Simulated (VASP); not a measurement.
C:

```
C
1.0
     0.00000    1.78337    1.78337
     1.78337    0.00000    1.78337
     1.78337    1.78337    0.00000
C
2
Direct
  0.50000 0.50000 0.50000
  0.75000 0.75000 0.75000
```

| Quantity | Value |
| --- | --- |
| Program | VASP 6.6.1 |
| Task | relaxation of cell and atoms |
| Functional | RPBE |
| Potentials or basis | VASP PAW PBE potentials, release 64 (C) |
| Cutoff | 600 eV |
| k mesh | 10 × 10 × 10 |
| Occupations | gaussian, width 0.01 eV |
| Spin | no spin polarisation |

At the start: pressure 7.7 GPa; volume 5.67 Å³/atom.

Task: How do energy, volume and symmetry change on relaxing?

Result: Over 3 steps the energy falls by 2.4 meV/atom and the volume is 5.77 Å³/atom (+1.8 %); space group Fd-3m (No. 227, to 0.1 Å) before and after.

The path:
```tsv
step	energy change (eV)	largest force (eV/Å)	pressure (GPa)	volume (Å³)
1	0.0000	0.0000	7.74	11.34
2	0.0020	0.0000	-8.63	11.80
3	-0.0049	0.0000	-0.02	11.55
```

Final structure:
```yaml
crystal:
  lattice:
    - [0.00000, 1.79408, 1.79408]
    - [1.79408, 0.00000, 1.79408]
    - [1.79408, 1.79408, 0.00000]
  atoms:
    - { symbol: C, position: [0.50000, 0.50000, 0.50000] }
    - { symbol: C, position: [0.75000, 0.75000, 0.75000] }
```

Caveat: the PAW data sets were made with another functional, which shifts forces and pressure a little.
